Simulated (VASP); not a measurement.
# KHf3O2: relaxation of cell and atoms with PBE

Crystal: KHf3O2.

```
K Hf O
1.0
     4.19194    0.00000    0.00000
    -2.09597    3.63032    0.00000
     0.00000    0.00000    8.23427
K Hf O
1 3 2
Direct
  0.66667 0.33333 0.00000
  0.66667 0.33333 0.50000
  0.00000 0.00000 0.00000
  0.00000 0.00000 0.50000
  0.33333 0.66667 0.24782
  0.33333 0.66667 0.75218
```

The cell was generated, and may not be a known phase.

* Program: VASP 6.6.1
* Task: relaxation of cell and atoms
* Functional: PBE
* Potentials or basis: VASP PAW PBE potentials, release 64 (K_sv, Hf_pv, O)
* Cutoff: 600 eV
* k mesh: 6 × 6 × 2
* Occupations: gaussian, width 0.1 eV
* Spin: no spin polarisation
* Dipole correction: no
* Further INCAR settings: ALGO = Normal; EDIFF = 1e-06; IBRION = 2; EDIFFG = -0.04; NSW = 90; ISIF = 3

```yaml
Relaxed_volume: 18.86 Å³/atom
Relaxed_cell: a = 4.713 Å, b = 4.713 Å, c = 5.882 Å, α = 90.00°, β = 90.00°, γ = 120.00°
Space_group_after_relaxing_to_0.1_Å: P-6m2 (No. 187)
Energy_gained_by_relaxing: 952.7 meV/atom
Ionic_steps: 7
Pressure_after_relaxing: 0.0 GPa
Largest_force_after_relaxing: 0.039 eV/Å
Band_gap_on_the_k_mesh: zero (an odd number of electrons rules out a gap without spin polarisation)
```

Forces on the atoms (eV/Å):
```
K    0.000  0.000  0.000
Hf   0.000  0.000  0.000
Hf   0.000  0.000  0.000
Hf   0.000  0.000  0.000
O    0.000  0.000 -0.039
O    0.000  0.000  0.039
```

Stress tensor (GPa, compression positive):
```
 0.11  0.00  0.00
 0.00  0.11  0.00
 0.00  0.00 -0.10
```

Step by step:
```tsv
step	energy change (eV)	largest force (eV/Å)	pressure (GPa)	volume (Å³)
1	0.0000	0.6321	4.02	125.31
2	-3.7881	0.5114	-3.61	132.75
3	-4.9688	0.3472	-6.39	134.96
4	-5.1478	0.2267	-6.93	135.35
5	-5.5820	0.0585	-1.08	116.25
6	-5.6042	0.0068	-2.34	119.15
7	-5.7164	0.0389	0.04	113.17
```

Final structure:
```
K Hf O
1.0
     4.71341    0.00000    0.00000
    -2.35671    4.08194    0.00000
     0.00000    0.00000    5.88221
K Hf O
1 3 2
Direct
  0.66667 0.33333 0.00000
  0.66667 0.33333 0.50000
  0.00000 0.00000 0.00000
  0.00000 0.00000 0.50000
  0.33333 0.66667 0.23789
  0.33333 0.66667 0.76211
```

Levels at points of the mesh, in eV from the Fermi level:
```
           k point  band 23  band 24  band 25  band 26  band 27  band 28  band 29  band 30
(0.00, 0.00, 0.00)    -1.30    -1.08    -0.93     0.57     1.14     1.15     1.15     1.78
(0.50, 0.00, 0.00)    -0.87    -0.85    -0.20     0.09     0.12     0.18     0.52     0.86
(0.00, 0.00, 0.50)    -1.02    -0.13    -0.13     0.03     0.03     0.52     1.02     1.82
(0.50, 0.00, 0.50)    -0.54    -0.22     0.02     0.09     0.15     0.33     0.91     1.03
```

Wall time 4.5 min on 1 thread of Intel(R) Xeon(R) 6975P-C (Granite Rapids), on a shared host, peak memory 0.34 GiB.

Caveat: the k points lie up to 0.53 Å⁻¹ apart in the final cell, too coarse for converged energies and pressures of a metal; a cell axis changed by over 15 % at a fixed basis, so the end point is rough; spin-orbit coupling is left out, which moves the levels of the heavy elements.
